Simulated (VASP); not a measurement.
# Ta16F in VASP: single point with PBE

Aim: the single point of Ta16F with PBE.

Everything below comes from runs of VASP 6.6.1. Logs are shortened: lines on timing, memory, paths and dates and some standing lists are left out, and cuts for length are marked.

## 1. The cell of the first run

The cell holds a slab with vacuum, 17 atoms: a = 6.638 Å, b = 6.638 Å, c = 20.300 Å, α = 90.00°, β = 90.00°, γ = 90.00°.

## 2. Single point, PBE

INCAR

```
  PREC = Accurate
  ENCUT = 520
  EDIFF = 1E-6
  ISMEAR = 0
  SIGMA = 0.1
  LREAL = Auto
  LASPH = True
  NELM = 80
  ALGO = Normal
  ISIF = 2
  LWAVE = False
  LCHARG = False
  LDIPOL = True
  IDIPOL = 3
  DIPOL = 0.5 0.5 0.330
  GGA = PE
  NBANDS = 106
```

KPOINTS

```
regular mesh
0
Gamma
  4 4 1
```

POSCAR

```
Ta16F
1.0
    6.6379342675      0.0000000000      0.0000000000
    0.0000000000      6.6379342675      0.0000000000
    0.0000000000      0.0000000000     20.2996559605
Ta F
16 1
Direct
    0.2500000000      0.2500000000      0.1970476745
    0.2500000000      0.7500000000      0.1970476745
    0.7500000000      0.2500000000      0.1970476745
    0.7500000000      0.7500000000      0.1970476745
    0.0000000000      0.0000000000      0.2787970189
    0.0000000000      0.5000000000      0.2787970189
    0.5000000000      0.0000000000      0.2787970189
    0.5000000000      0.5000000000      0.2787970189
    0.2500000000      0.2500000000      0.3599139072
    0.2500000000      0.7500000000      0.3599139072
    0.7500000000      0.2500000000      0.3599139072
    0.7500000000      0.7500000000      0.3599139072
    0.0000000000      0.0000000000      0.4334879358
    0.0000000000      0.5000000000      0.4334879358
    0.5000000000      0.0000000000      0.4334879358
    0.5000000000      0.5000000000      0.4334879358
    0.0000000000      0.0625000000      0.5265227289
```

Potentials or basis: VASP PAW PBE potentials, release 64 (Ta_pv, F).

Launch:

```bash
cat potpaw_PBE.64/Ta_pv/POTCAR potpaw_PBE.64/F/POTCAR > POTCAR
mpirun -np 1 vasp_std > vasp.out
```

OUTCAR:

```text
PREC = Accurate
   ENCUT = 520
   EDIFF = 1E-6
   ISMEAR = 0
   LREAL = Auto
   LASPH = True
   NELM = 80
   ISIF = 2
   GGA = PE

 ion  position               nearest neighbor table
   1  0.250  0.250  0.197-   5 2.87   6 2.87   7 2.87   8 2.87   9 3.31   3 3.32   2 3.32   2 3.32
                             3 3.32
   2  0.250  0.750  0.197-   5 2.87   6 2.87   7 2.87   8 2.87  10 3.31   4 3.32   1 3.32   1 3.32
                             4 3.32
   3  0.750  0.250  0.197-   5 2.87   6 2.87   7 2.87   8 2.87  11 3.31   4 3.32   1 3.32   4 3.32
                             1 3.32
   4  0.750  0.750  0.197-   5 2.87   6 2.87   7 2.87   8 2.87  12 3.31   3 3.32   2 3.32   3 3.32
                             2 3.32
   5  0.000  0.000  0.279-   9 2.87  10 2.87  11 2.87  12 2.87   1 2.87   2 2.87   3 2.87   4 2.87
                            13 3.14   7 3.32   6 3.32   6 3.32   7 3.32
   6  0.000  0.500  0.279-   9 2.87  10 2.87  11 2.87  12 2.87   1 2.87   2 2.87   3 2.87   4 2.87
                            14 3.14   8 3.32   5 3.32   5 3.32   8 3.32
   7  0.500  0.000  0.279-   9 2.87  10 2.87  11 2.87  12 2.87   1 2.87   2 2.87   3 2.87   4 2.87
                            15 3.14   8 3.32   5 3.32   8 3.32   5 3.32
   8  0.500  0.500  0.279-   9 2.87  10 2.87  11 2.87  12 2.87   1 2.87   2 2.87   3 2.87   4 2.87
                            16 3.14   7 3.32   6 3.32   7 3.32   6 3.32
   9  0.250  0.250  0.360-  13 2.78  14 2.78  15 2.78  16 2.78   5 2.87   6 2.87   7 2.87   8 2.87
                             1 3.31  10 3.32  11 3.32  10 3.32  11 3.32
  10  0.250  0.750  0.360-  13 2.78  14 2.78  15 2.78  16 2.78   5 2.87   6 2.87   7 2.87   8 2.87
                             2 3.31   9 3.32  12 3.32   9 3.32  12 3.32
  11  0.750  0.250  0.360-  13 2.78  14 2.78  15 2.78  16 2.78   5 2.87   6 2.87   7 2.87   8 2.87
                             3 3.31   9 3.32  12 3.32  12 3.32   9 3.32
  12  0.750  0.750  0.360-  13 2.78  14 2.78  15 2.78  16 2.78   5 2.87   6 2.87   7 2.87   8 2.87
                             4 3.31  10 3.32  11 3.32  11 3.32  10 3.32
  13  0.000  0.000  0.433-  17 1.93  10 2.78  11 2.78  12 2.78   9 2.78   5 3.14  15 3.32  14 3.32
                            14 3.32  15 3.32
  14  0.000  0.500  0.433-   9 2.78  10 2.78  11 2.78  12 2.78   6 3.14  13 3.32  16 3.32  13 3.32
                            16 3.32
  15  0.500  0.000  0.433-   9 2.78  10 2.78  11 2.78  12 2.78   7 3.14  13 3.32  16 3.32  16 3.32
                            13 3.32
  16  0.500  0.500  0.433-   9 2.78  10 2.78  11 2.78  12 2.78   8 3.14  14 3.32  15 3.32  15 3.32
                            14 3.32
  17  0.000  0.062  0.527-  13 1.93

  LATTYP: Found a simple tetragonal cell.
 ALAT       =     6.6379342675
 C/A-ratio  =     3.0581284994

  Lattice vectors:

 A1 = (   6.6379342675,   0.0000000000,   0.0000000000)
 A2 = (   0.0000000000,   6.6379342675,   0.0000000000)
 A3 = (   0.0000000000,   0.0000000000,  20.2996559605)

Analysis of symmetry for initial positions (statically):
=====================================================================
 Subroutine PRICEL returns:
 Original cell was already a primitive cell.

 Routine SETGRP: Setting up the symmetry group for a
 simple tetragonal supercell.

 Subroutine GETGRP returns: Found  2 space group operations
 (whereof  2 operations were pure point group operations)
 out of a pool of 16 trial point group operations.

The static configuration has the point symmetry C_1h.

Analysis of symmetry for dynamics (positions and initial velocities):
=====================================================================
 Subroutine PRICEL returns:
 Original cell was already a primitive cell.

 Routine SETGRP: Setting up the symmetry group for a
 simple tetragonal supercell.

 Subroutine GETGRP returns: Found  2 space group operations
 (whereof  2 operations were pure point group operations)
 out of a pool of 16 trial point group operations.

The dynamic configuration has the point symmetry C_1h.

 Subroutine INISYM returns: Found  2 space group operations
 (whereof  2 operations are pure point group operations),
 and found     1 'primitive' translations

----------------------------------------------------------------------------------------

                                     Primitive cell

  volume of cell :     894.4469

  direct lattice vectors                    reciprocal lattice vectors
     6.637934268  0.000000000  0.000000000     0.150649277  0.000000000  0.000000000
     0.000000000  6.637934268  0.000000000     0.000000000  0.150649277  0.000000000
     0.000000000  0.000000000 20.299655961     0.000000000  0.000000000  0.049261919

  length of vectors
     6.637934268  6.637934268 20.299655961     0.150649277  0.150649277  0.049261919

  position of ions in fractional coordinates (direct lattice)
     0.250000000  0.250000000  0.197047674
     0.250000000  0.750000000  0.197047674
     0.750000000  0.250000000  0.197047674
     0.750000000  0.750000000  0.197047674
     0.000000000  0.000000000  0.278797019
     0.000000000  0.500000000  0.278797019
[... 9 lines left out ...]
     0.500000000  0.500000000  0.433487936
     0.000000000  0.062500000  0.526522729

  ion indices of the primitive-cell ions
   primitive index   ion index
                 1           1
                 2           2
                 3           3
                 4           4
                 5           5
                 6           6
[... 9 lines left out ...]
                16          16
                17          17

----------------------------------------------------------------------------------------

 KPOINTS: regular mesh

Automatic generation of k-mesh.
 Grid dimensions read from file:
 generate k-points for:    4    4    1

 Generating k-lattice:

  Cartesian coordinates                     Fractional coordinates (reciprocal lattice)
     0.037662319  0.000000000  0.000000000     0.250000000  0.000000000  0.000000000
     0.000000000  0.037662319  0.000000000     0.000000000  0.250000000  0.000000000
     0.000000000  0.000000000  0.049261919     0.000000000  0.000000000  1.000000000

  Length of vectors
     0.037662319  0.037662319  0.049261919

  Shift w.r.t. Gamma in fractional coordinates (k-lattice)
     0.000000000  0.000000000  0.000000000

 Subroutine IBZKPT returns following result:
 ===========================================

 Found      9 irreducible k-points:

 Following reciprocal coordinates:
            Coordinates               Weight
  0.000000  0.000000  0.000000      1.000000
  0.250000  0.000000  0.000000      2.000000
  0.000000  0.250000  0.000000      2.000000
  0.500000  0.000000  0.000000      1.000000
  0.000000  0.500000  0.000000      1.000000
  0.250000  0.250000  0.000000      4.000000
  0.500000  0.250000  0.000000      2.000000
 -0.250000  0.500000  0.000000      2.000000
  0.500000  0.500000  0.000000      1.000000
   k-points           NKPTS =      9   k-points in BZ     NKDIM =      9   number of bands    NBANDS=    106
   number of dos      NEDOS =    301   number of ions     NIONS =     17
   total plane-waves  NPLWV = 400000
   dimension x,y,z NGX =    50 NGY =   50 NGZ =  160
   dimension x,y,z NGXF=   100 NGYF=  100 NGZF=  320
   ions per type =              16   1
   NGX,Y,Z   is equivalent  to a cutoff of  12.52, 12.52, 13.10 a.u.
   NGXF,Y,Z  is equivalent  to a cutoff of  25.04, 25.04, 26.21 a.u.
 SYSTEM =  unknown system
   PREC   = accura    normal or accurate (medium, high low for compatibility)
   ISTART =      0    job   : 0-new  1-cont  2-samecut
   ICHARG =      2    charge: 1-file 2-atom 10-const
   ISPIN  =      1    spin polarized calculation?
   LNONCOLLINEAR =      F non collinear calculations
   LSORBIT =      F    spin-orbit coupling
   LASPH  =      T    aspherical Exc in radial PAW
   ENCUT  =  520.0 eV  38.22 Ry    6.18 a.u.  12.34 12.34 37.74*2*pi/ulx,y,z
   NELM   =     80;   NELMIN=  2; NELMDL= -5     # of ELM steps
   EDIFF  = 0.1E-05   stopping-criterion for ELM
   LREAL  =      T    real-space projection
   EDIFFG = 0.1E-04   stopping-criterion for IOM
   NSW    =      0    number of steps for IOM
   IBRION =     -1    ionic relax: 0-MD 1-quasi-New 2-CG
   NFREE  =      0    steps in history (QN), initial steepest desc. (CG)
   ISIF   =      2    stress and relaxation
   ISYM   =      2    0-nonsym 1-usesym 2-fastsym
   POTIM  = 0.5000    time-step for ionic-motion
   TEBEG  =    0.0;   TEEND  =   0.0 temperature during run
   PSTRESS=    0.0 pullay stress
   NELECT =     183.0000    total number of electrons
   NUPDOWN=      -1.0000    fix difference up-down
   EMIN   =  10.00;   EMAX   =-10.00  energy-range for DOS
   EFERMI =   0.00;   METHOD = LEGACY
   ISMEAR =     0;   SIGMA  =   0.10  broadening in eV -4-tet -1-fermi 0-gaus
   EFERMI_NEDOS =   21; number of points for ismear=-14 and -15
   IALGO  =     38    algorithm
   IMIX   =      4    mixing-type and parameters
     AMIX     =   0.40;   BMIX     =  1.00
     AMIX_MAG =   1.60;   BMIX_MAG =  1.00
  volume/ion in A,a.u.               =      52.61       355.06
  Fermi-wavevector in a.u.,A,eV,Ry     =   0.964659  1.822941 12.661124  0.930566
  Thomas-Fermi vector in A             =   2.094309
   LORBIT       =      0    0 simple, 1 ext, 2 COOP (PROOUT), +10 PAW based schemes
   GGA     = PE    functional components
   LHFCALC =     F    Hartree Fock is set to
   AEXX    =    0.0000 exact exchange contribution
   IVDW    =     0    specifies the selected vdW correction
   LEPSILON=     F    determine dielectric tensor
   LRPA    =     F    only Hartree local field effects (RPA)
 non-spin polarized calculation
 Gauss-broadening in eV      SIGMA  =   0.10
  energy-cutoff  :      520.00
  volume of cell :      894.45
 maximum number of plane-waves:     24163
 NGX is ok and might be reduce to    50
   NGX = 25   NGY = 25   NGZ = 75

 dipolmoment           0.000000      0.000000     -2.206265 electrons x Angstroem

 number of electron     182.9999945 magnetization

 dipolmoment           0.000000      0.000000      0.045293 electrons x Angstroem

 Free energy of the ion-electron system (eV)
  ---------------------------------------------------
  ext. energy  EPLUGINS =         0.00000000
  ---------------------------------------------------
  free energy    TOTEN  =      -180.26446651 eV

  energy without entropy =     -180.18688331  energy(sigma->0) =     -180.22567491

 E-fermi :  -0.6154     XC(G=0):  -5.3020

 val. band max:       -0.6473059482   @ k =   0.0000   0.0000   0.0000
 cond. band min:      -0.5966621409   @ k =   0.0000   0.0000   0.0000
 fundamental gap:      0.0506438073
 Fermi energy:        -0.6154192375

 k-point     1 :       0.0000    0.0000    0.0000
  band No.  band energies     occupation
      1     -35.7693      2.00000
      2     -35.6403      2.00000
      3     -35.6338      2.00000
      4     -35.6338      2.00000
      5     -35.6221      2.00000
      6     -35.6215      2.00000
[... 95 lines left out ...]
    102       0.3127      0.00000
    103       0.8471      0.00000

 k-point     2 :       0.2500    0.0000    0.0000
  band No.  band energies     occupation
      1     -35.7656      2.00000
      2     -35.6272      2.00000
      3     -35.6207      2.00000
      4     -35.6183      2.00000
      5     -35.6146      2.00000
      6     -35.6028      2.00000
[... 731 lines left out ...]
    102      -0.0145      0.00000
    103       0.0529      0.00000

 k-point     9 :       0.5000    0.5000    0.0000
  band No.  band energies     occupation
      1     -35.7559      2.00000
      2     -35.5940      2.00000
      3     -35.5929      2.00000
      4     -35.5920      2.00000
      5     -35.5844      2.00000
      6     -35.5182      2.00000
[... 95 lines left out ...]
    102      -0.1785      0.00000
    103      -0.0152      0.00000
 [bands above 103 left out]

------------------------ aborting loop because EDIFF is reached ----------------------------------------

 vacuum level on the upper side and lower side of the slab       (xc-potential included)        -0.047        -0.270

  FORCE on cell =-STRESS in cart. coord.  units (eV):
  Direction    XX          YY          ZZ          XY          YZ          ZX
  --------------------------------------------------------------------------------------
  -------------------------------------------------------------------------------------
  Total      -16.6836618    -17.0383281     -2.8395086      0.0000000     -0.0598137      0.0000000
  in kB      -29.8845959    -30.5198916     -5.0862674      0.0000000     -0.1071413      0.0000000
  external PRESSURE =     -21.8302516 kB  Pullay stress =       0.0000000 kB

 VOLUME and BASIS-vectors are now :
 -----------------------------------------------------------------------------
  energy-cutoff  :      520.00
  volume of cell :      894.45
      direct lattice vectors                 reciprocal lattice vectors
     6.637934268  0.000000000  0.000000000     0.150649277  0.000000000  0.000000000
     0.000000000  6.637934268  0.000000000     0.000000000  0.150649277  0.000000000
     0.000000000  0.000000000 20.299655961     0.000000000  0.000000000  0.049261919

 POSITION                                       TOTAL-FORCE (eV/Angst)
 -----------------------------------------------------------------------------------
      1.65948      1.65948      4.00000        -0.003487      0.010951      0.773361
      1.65948      4.97845      4.00000         0.022359     -0.007383      0.744590
      4.97845      1.65948      4.00000         0.003487      0.010951      0.773361
      4.97845      4.97845      4.00000        -0.022359     -0.007383      0.744590
      0.00000      0.00000      5.65948         0.000000      0.013163     -1.168793
      0.00000      3.31897      5.65948         0.000000     -0.042477     -0.775540
[... 9 lines left out ...]
      3.31897      3.31897      8.79966         0.000000     -0.011894     -0.331816
      0.00000      0.41487     10.68823         0.000000     -0.127466      0.170744
 -----------------------------------------------------------------------------------
    total drift:                               -0.000000     -0.000036      0.003194

  FREE ENERGIE OF THE ION-ELECTRON SYSTEM (eV)
  ---------------------------------------------------
  free  energy   TOTEN  =      -180.2644665085 eV

  energy  without entropy=     -180.1868833113  energy(sigma->0) =     -180.22567491

 vacuum level on the upper side and lower side of the slab         3.476         3.247
```

Run time: 36 min. Hardware: 1 thread of Intel Xeon 6975P-C (Granite Rapids), shared host; peak memory 1.1 GiB.

Results:

| Item | Value |
| --- | --- |
| Free energy | -180.2645 eV |
| Largest force | 1.541 eV/Å |
| Band gap on the k mesh | zero (an odd number of electrons rules out a gap without spin polarisation) |

Forces in eV/Å, atoms in the order of the input:
```
Ta  -0.003  0.011  0.773
Ta   0.022 -0.007  0.745
Ta   0.003  0.011  0.773
Ta  -0.022 -0.007  0.745
Ta   0.000  0.013 -1.169
Ta   0.000 -0.042 -0.776
Ta   0.000  0.025 -0.774
Ta   0.000  0.034 -0.770
Ta   0.120  0.103 -0.156
Ta   0.194 -0.207 -0.035
Ta  -0.120  0.103 -0.156
Ta  -0.194 -0.207 -0.035
Ta   0.000  0.231  1.523
Ta   0.000  0.083 -0.226
Ta   0.000 -0.003 -0.302
Ta   0.000 -0.012 -0.332
F    0.000 -0.127  0.171
```

Levels at points of the mesh, in eV from the Fermi level:
```tsv
k point	band 88	band 89	band 90	band 91	band 92	band 93	band 94	band 95	band 96	band 97
(0.00, 0.00, 0.00)	-0.03	0.02	0.04	0.10	0.10	0.18	0.19	0.36	0.36	0.46
(0.50, 0.00, 0.00)	-0.63	-0.40	-0.38	-0.31	-0.20	0.19	0.25	0.28	0.28	0.39
(0.00, 0.50, 0.00)	-0.63	-0.40	-0.38	-0.32	-0.20	0.18	0.25	0.28	0.28	0.39
(0.50, 0.50, 0.00)	-1.00	-0.87	-0.83	-0.81	-0.81	-0.17	-0.13	-0.12	-0.12	0.30
```

Caveat: spin-orbit coupling is left out, which moves the levels of the heavy elements; an odd number of electrons without spin polarisation forces a metal; a magnetic or distorted state may lie lower.
